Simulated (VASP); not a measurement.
# ZnS (Cm) in VASP: single point with PBE

Aim: the single point of ZnS with PBE.

All numbers are computed with VASP 6.6.1; they aren't measurements. Logs are shortened: lines on timing, memory, paths and dates and some standing lists are left out, and cuts for length are marked.

## (1) The cell of the first run

Symmetry: Cm, No. 8, monoclinic system. Conventional cell: a = 6.666 Å, b = 3.849 Å, c = 9.493 Å, α = 90.00°, β = 96.72°, γ = 90.00°. Zn (site symmetry m) has 4 S at 2.36 Å within 3.1 Å. Within 3.1 Å of Zn (site symmetry m) lie 4 S at 2.36 to 2.61 Å. Zn (site symmetry m) has 4 S at 2.36 Å within 3.1 Å. Within 3.1 Å of S (site symmetry m) lie 4 Zn at 2.36 to 2.61 Å. S (site symmetry m) has 4 Zn at 2.36 Å within 3.1 Å. Within 3.1 Å of S (site symmetry m) lie 4 Zn at 2.36 Å.

## (2) Single point, PBE (the part above a cut slid along it)

INCAR

```
SYSTEM = ZnS
ALGO = Normal ; EDIFF = 1E-6
ENCUT = 520 ; GGA = PE
ISIF = 2 ; ISMEAR = 0
ISYM = 0 ; LASPH = .TRUE.
LCHARG = .FALSE. ; LREAL = .FALSE.
LWAVE = .FALSE. ; NBANDS = 36
NELM = 80 ; PREC = Accurate
SIGMA = 0.05
```

KPOINTS

```
k-points
0
G
  8 8 3
  0 0 0
```

POSCAR

```
ZnS
1.0
    2.7215639849     -2.7215639849      0.0000000000
    2.7215639849      0.0000000000     -2.7215639849
    8.6182859523      4.5359399749      3.1751579825
Zn S
3 3
Direct
    0.1805444444     -0.0486388889      0.4583666667
    0.6249888889      0.5624722222      0.1250333333
   -0.2639000000     -0.6597500000      0.7917000000
    0.3749888889     -0.0625277778      0.8750333333
    0.8194333333     -0.4514166667      0.5417000000
    0.2638777778      0.1596944444      0.2083666667
```

Potentials or basis: VASP PAW PBE potentials, release 64 (Zn, S).

Launch:

```bash
$ cat potpaw_PBE.64/Zn/POTCAR potpaw_PBE.64/S/POTCAR > POTCAR
$ mpirun -np 1 vasp_std > vasp.out
```

OUTCAR:

```text
SYSTEM = ZnS
   EDIFF = 1E-6
   ENCUT = 520
   GGA = PE
   ISIF = 2
   ISMEAR = 0
   ISYM = 0
   LASPH = .TRUE.
   LREAL = .FALSE.
   NELM = 80
   PREC = Accurate

 ion  position               nearest neighbor table
   1  0.181  0.951  0.458-   5 2.36   5 2.36   6 2.36   5 2.36
   2  0.625  0.562  0.125-   6 2.36   6 2.36   6 2.36   4 2.61
   3  0.736  0.340  0.792-   4 2.36   4 2.36   5 2.36   4 2.36
   4  0.375  0.937  0.875-   3 2.36   3 2.36   3 2.36   2 2.61
   5  0.819  0.549  0.542-   1 2.36   1 2.36   3 2.36   1 2.36
   6  0.264  0.160  0.208-   2 2.36   1 2.36   2 2.36   2 2.36

IMPORTANT INFORMATION: All symmetrisations will be switched off!
NOSYMM: (Re-)initialisation of all symmetry stuff for point group C_1.

----------------------------------------------------------------------------------------

                                     Primitive cell

  volume of cell :     120.9503

  direct lattice vectors                    reciprocal lattice vectors
     2.721563985 -2.721563985  0.000000000     0.102065496 -0.265370289  0.102065496
     2.721563985  0.000000000 -2.721563985     0.071445847  0.071445847 -0.295989938
     8.618285952  4.535939975  3.175157983     0.061239298  0.061239298  0.061239298

  length of vectors
     3.848872698  3.848872698 10.243594702     0.302086281  0.312760390  0.106069575

  position of ions in fractional coordinates (direct lattice)
     0.180544444  0.951361111  0.458366667
     0.624988889  0.562472222  0.125033333
     0.736100000  0.340250000  0.791700000
     0.374988889  0.937472222  0.875033333
     0.819433333  0.548583333  0.541700000
     0.263877778  0.159694444  0.208366667

  ion indices of the primitive-cell ions
   primitive index   ion index
                 1           1
                 2           2
                 3           3
                 4           4
                 5           5
                 6           6

----------------------------------------------------------------------------------------

 KPOINTS: k-points

Automatic generation of k-mesh.
 Grid dimensions read from file:
 generate k-points for:    8    8    3

 Generating k-lattice:

  Cartesian coordinates                     Fractional coordinates (reciprocal lattice)
     0.012758187 -0.033171286  0.012758187     0.125000000  0.000000000  0.000000000
     0.008930731  0.008930731 -0.036998742     0.000000000  0.125000000  0.000000000
     0.020413099  0.020413099  0.020413099     0.000000000  0.000000000  0.333333333

  Length of vectors
     0.037760785  0.039095049  0.035356525

  Shift w.r.t. Gamma in fractional coordinates (k-lattice)
     0.000000000  0.000000000  0.000000000

 -----------------------------------------------------------------------------
|                                                                             |
|           W    W    AA    RRRRR   N    N  II  N    N   GGGG   !!!           |
|           W    W   A  A   R    R  NN   N  II  NN   N  G    G  !!!           |
|           W    W  A    A  R    R  N N  N  II  N N  N  G       !!!           |
|           W WW W  AAAAAA  RRRRR   N  N N  II  N  N N  G  GGG   !            |
|           WW  WW  A    A  R   R   N   NN  II  N   NN  G    G                |
|           W    W  A    A  R    R  N    N  II  N    N   GGGG   !!!           |
|                                                                             |
|     Your reciprocal lattice and k-lattice belong to different lattice       |
|     classes:                                                                |
|                                                                             |
|        The reciprocal lattice is base-centered monoclinic,                  |
|        whereas your k-lattice is triclinic.                                 |
|                                                                             |
|     Results are often still useful ...                                      |
|                                                                             |
 -----------------------------------------------------------------------------

 WARNING: IBZKPT: internal override: KBLOWUP is changed to .FALSE.
      ... skipping the blow-up phase ...

 Subroutine IBZKPT returns following result:
 ===========================================

 Found     98 irreducible k-points:

 Following reciprocal coordinates:
            Coordinates               Weight
  0.000000  0.000000  0.000000      1.000000
  0.125000  0.000000 -0.000000      2.000000
  0.250000  0.000000 -0.000000      2.000000
  0.375000  0.000000 -0.000000      2.000000
  0.500000  0.000000 -0.000000      1.000000
  0.000000  0.125000  0.000000      2.000000
[... 16 lines left out ...]
  0.125000  0.375000 -0.000000      2.000000
  0.250000  0.375000 -0.000000      2.000000
 [... further k-points ...]
   k-points           NKPTS =     98   k-points in BZ     NKDIM =     98   number of bands    NBANDS=     36
   number of dos      NEDOS =    301   number of ions     NIONS =      6
   total plane-waves  NPLWV =  72000
   dimension x,y,z NGX =    30 NGY =   30 NGZ =   80
   dimension x,y,z NGXF=    60 NGYF=   60 NGZF=  160
   ions per type =               3   3
   NGX,Y,Z   is equivalent  to a cutoff of  12.96, 12.96, 12.98 a.u.
   NGXF,Y,Z  is equivalent  to a cutoff of  25.92, 25.92, 25.97 a.u.
 SYSTEM =  ZnS
   PREC   = accura    normal or accurate (medium, high low for compatibility)
   ISTART =      0    job   : 0-new  1-cont  2-samecut
   ICHARG =      2    charge: 1-file 2-atom 10-const
   ISPIN  =      1    spin polarized calculation?
   LNONCOLLINEAR =      F non collinear calculations
   LSORBIT =      F    spin-orbit coupling
   LASPH  =      T    aspherical Exc in radial PAW
   ENCUT  =  520.0 eV  38.22 Ry    6.18 a.u.   7.16  7.16 19.05*2*pi/ulx,y,z
   NELM   =     80;   NELMIN=  2; NELMDL= -5     # of ELM steps
   EDIFF  = 0.1E-05   stopping-criterion for ELM
   LREAL  =      F    real-space projection
   EDIFFG = 0.1E-04   stopping-criterion for IOM
   NSW    =      0    number of steps for IOM
   IBRION =     -1    ionic relax: 0-MD 1-quasi-New 2-CG
   NFREE  =      0    steps in history (QN), initial steepest desc. (CG)
   ISIF   =      2    stress and relaxation
   ISYM   =      0    0-nonsym 1-usesym 2-fastsym
   POTIM  = 0.5000    time-step for ionic-motion
   TEBEG  =    0.0;   TEEND  =   0.0 temperature during run
   PSTRESS=    0.0 pullay stress
   NELECT =      54.0000    total number of electrons
   NUPDOWN=      -1.0000    fix difference up-down
   EMIN   =  10.00;   EMAX   =-10.00  energy-range for DOS
   EFERMI =   0.00;   METHOD = LEGACY
   ISMEAR =     0;   SIGMA  =   0.05  broadening in eV -4-tet -1-fermi 0-gaus
   EFERMI_NEDOS =   21; number of points for ismear=-14 and -15
   IALGO  =     38    algorithm
   IMIX   =      4    mixing-type and parameters
     AMIX     =   0.40;   BMIX     =  1.00
     AMIX_MAG =   1.60;   BMIX_MAG =  1.00
  volume/ion in A,a.u.               =      20.16       136.04
  Fermi-wavevector in a.u.,A,eV,Ry     =   1.251230  2.364482 21.300959  1.565576
  Thomas-Fermi vector in A             =   2.385187
   LORBIT       =      0    0 simple, 1 ext, 2 COOP (PROOUT), +10 PAW based schemes
   GGA     = PE    functional components
   LHFCALC =     F    Hartree Fock is set to
   AEXX    =    0.0000 exact exchange contribution
   IVDW    =     0    specifies the selected vdW correction
   LEPSILON=     F    determine dielectric tensor
   LRPA    =     F    only Hartree local field effects (RPA)
 non-spin polarized calculation
 Gauss-broadening in eV      SIGMA  =   0.05
  energy-cutoff  :      520.00
  volume of cell :      120.95
 maximum number of plane-waves:      3277
 NGX is ok and might be reduce to    30
   NGX = 15   NGY = 15   NGZ = 39

 number of electron      54.0000003 magnetization

 Free energy of the ion-electron system (eV)
  ---------------------------------------------------
  ext. energy  EPLUGINS =         0.00000000
  ---------------------------------------------------
  free energy    TOTEN  =       -20.20921481 eV

  energy without entropy =      -20.20921481  energy(sigma->0) =      -20.20921481

 E-fermi :   2.2693     XC(G=0):  -9.5639

 val. band max:        2.0158442982   @ k =   0.0000   0.0000   0.0000
 cond. band min:       3.7250832748   @ k =   0.0000   0.0000   0.0000
 fundamental gap:      1.7092389765
 Fermi energy:         2.2693296556

 k-point     1 :       0.0000    0.0000    0.0000
  band No.  band energies     occupation
      1     -11.0802      2.00000
      2     -10.5017      2.00000
      3     -10.2229      2.00000
      4      -4.4757      2.00000
      5      -4.4670      2.00000
      6      -4.4033      2.00000
[... 28 lines left out ...]
     35       8.7887      0.00000
     36       8.9344      0.00000

 k-point     2 :       0.1250    0.0000   -0.0000
  band No.  band energies     occupation
      1     -10.9815      2.00000
      2     -10.4335      2.00000
      3     -10.1437      2.00000
      4      -4.4695      2.00000
      5      -4.4526      2.00000
      6      -4.3886      2.00000
[... 28 lines left out ...]
     35       8.7671      0.00000
     36       9.1259      0.00000

 k-point     3 :       0.2500    0.0000   -0.0000
  band No.  band energies     occupation
      1     -10.7211      2.00000
      2     -10.2629      2.00000
      3      -9.9441      2.00000
      4      -4.4650      2.00000
      5      -4.3995      2.00000
      6      -4.3383      2.00000
[... 28 lines left out ...]
     35       9.2122      0.00000
     36       9.6488      0.00000
[... 742 lines left out ...]
 k-point    23 :       0.1250    0.3750   -0.0000
  band No.  band energies     occupation
      1     -10.4700      2.00000
      2     -10.2038      2.00000
      3      -9.7877      2.00000
      4      -4.4156      2.00000
      5      -4.3670      2.00000
      6      -4.3021      2.00000
[... 28 lines left out ...]
     35       9.2937      0.00000
     36       9.6979      0.00000

 k-point    24 :       0.2500    0.3750   -0.0000
  band No.  band energies     occupation
      1     -10.4714      2.00000
      2     -10.2000      2.00000
      3      -9.7905      2.00000
      4      -4.4210      2.00000
      5      -4.3646      2.00000
      6      -4.3035      2.00000
[... 28 lines left out ...]
     35       9.1957      0.00000
     36       9.6175      0.00000

 [... further k-points ...]

------------------------ aborting loop because EDIFF is reached ----------------------------------------

  FORCE on cell =-STRESS in cart. coord.  units (eV):
  Direction    XX          YY          ZZ          XY          YZ          ZX
  --------------------------------------------------------------------------------------
  -------------------------------------------------------------------------------------
  Total       -0.7995725      0.4379713     -0.7999689      0.7021158      0.7016916     -1.1924742
  in kB      -10.5915989      5.8016213    -10.5968499      9.3006315      9.2950126    -15.7962017
  external PRESSURE =      -5.1289425 kB  Pullay stress =       0.0000000 kB

 VOLUME and BASIS-vectors are now :
 -----------------------------------------------------------------------------
  energy-cutoff  :      520.00
  volume of cell :      120.95
      direct lattice vectors                 reciprocal lattice vectors
     2.721563985 -2.721563985  0.000000000     0.102065496 -0.265370289  0.102065496
     2.721563985  0.000000000 -2.721563985     0.071445847  0.071445847 -0.295989938
     8.618285952  4.535939975  3.175157983     0.061239298  0.061239298  0.061239298

 POSITION                                       TOTAL-FORCE (eV/Angst)
 -----------------------------------------------------------------------------------
      7.03089      1.58776     -1.13380         0.069853      0.095863      0.069816
      4.30932     -1.13380     -1.13380        -0.287919      0.194451     -0.287582
      9.75245      1.58776      1.58776        -0.077326      0.152793     -0.077245
     11.11323      2.94854      0.22698         0.503365     -0.312426      0.503257
      8.39167      0.22698      0.22698        -0.065146     -0.123130     -0.065244
      2.94854      0.22698      0.22698        -0.142828     -0.007551     -0.143001
 -----------------------------------------------------------------------------------
    total drift:                               -0.000796      0.000455     -0.000429

  FREE ENERGIE OF THE ION-ELECTRON SYSTEM (eV)
  ---------------------------------------------------
  free  energy   TOTEN  =       -20.2092148053 eV

  energy  without entropy=      -20.2092148053  energy(sigma->0) =      -20.20921481
```

Wall time 4.9 min (1 thread of Intel Xeon 6975P-C (Granite Rapids), shared host); peak memory 0.45 GiB.

Results:

| Property | Result |
| --- | --- |
| Free energy | -20.2092 eV |
| Pressure | -0.5 GPa |
| Largest force | 0.777 eV/Å |
| Band gap on the k mesh | 1.71 eV |

Forces in eV/Å, atoms in the order of the input:
```
Zn   0.070  0.096  0.070
Zn  -0.288  0.194 -0.288
Zn  -0.077  0.153 -0.077
S    0.503 -0.312  0.503
S   -0.065 -0.123 -0.065
S   -0.143 -0.008 -0.143
```

Levels at points of the mesh, in eV from the valence-band top:
| k point | band 23 | band 24 | band 25 | band 26 | band 27 | band 28 | band 29 | band 30 | band 31 | band 32 |
| --- | --- | --- | --- | --- | --- | --- | --- | --- | --- | --- |
| (0.00, 0.00, 0.00) | -0.62 | -0.50 | -0.24 | -0.04 | 0.00 | 1.71 | 3.18 | 3.36 | 6.07 | 6.36 |
| (0.50, 0.00, 0.00) | -2.22 | -1.66 | -1.38 | -1.29 | -1.18 | 2.42 | 3.73 | 4.30 | 4.48 | 5.71 |
| (0.00, 0.50, 0.00) | -2.27 | -1.96 | -1.65 | -1.21 | -0.79 | 2.53 | 3.83 | 3.98 | 4.84 | 5.65 |
| (0.50, 0.50, 0.00) | -2.27 | -1.96 | -1.65 | -1.21 | -0.79 | 2.53 | 3.83 | 3.98 | 4.84 | 5.65 |

Caveat: the cell differs from its parent crystal (the part above a cut slid along it).
